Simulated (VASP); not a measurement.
Al5C3: single point with PBE

Crystal: Al5C3.

```
CELL_PARAMETERS angstrom
-3.04248 3.04248 3.04248
3.04248 -3.04248 3.04248
3.04248 3.04248 -3.04248
ATOMIC_POSITIONS crystal
Al 0.00000 0.00000 0.00000
Al 0.00000 0.00000 0.50000
Al 0.00000 0.50000 0.00000
Al 0.50000 0.00000 0.00000
Al 0.50000 0.50000 0.50000
C 0.00000 0.50000 0.50000
C 0.50000 0.50000 0.00000
C 0.50000 0.00000 0.50000
```

```
Program             : VASP 6.6.1
Task                : single point
Functional          : PBE
Potentials or basis : VASP PAW PBE potentials, release 64 (Al, C)
Cutoff              : 520 eV
k mesh              : 4 × 4 × 4
Occupations         : gaussian, width 0.1 eV
Spin                : no spin polarisation
```

```json
{"Pressure": "-13.6 GPa"}
```

Levels at points of the mesh, in eV from the Fermi level:
```
           k point  band 9  band 10  band 11  band 12  band 13  band 14  band 15  band 16  band 17  band 18
(0.00, 0.00, 0.00)   -4.37    -4.37    -2.49    -2.49    -2.49     0.34     0.34     0.34     2.50     3.00
(0.50, 0.00, 0.00)   -3.01    -2.63    -1.28    -1.04    -0.27    -0.04     0.83     1.28     1.36     1.99
(0.50, 0.50, 0.50)   -2.08    -2.08     0.54     0.54     0.54     1.05     1.05     1.05     2.36     2.58
```

Wall time 17 s on 1 thread of Intel Xeon 6975P-C, on a shared host, peak memory 0.23 GiB.

Caveat: the k points lie up to 0.37 Å⁻¹ apart.
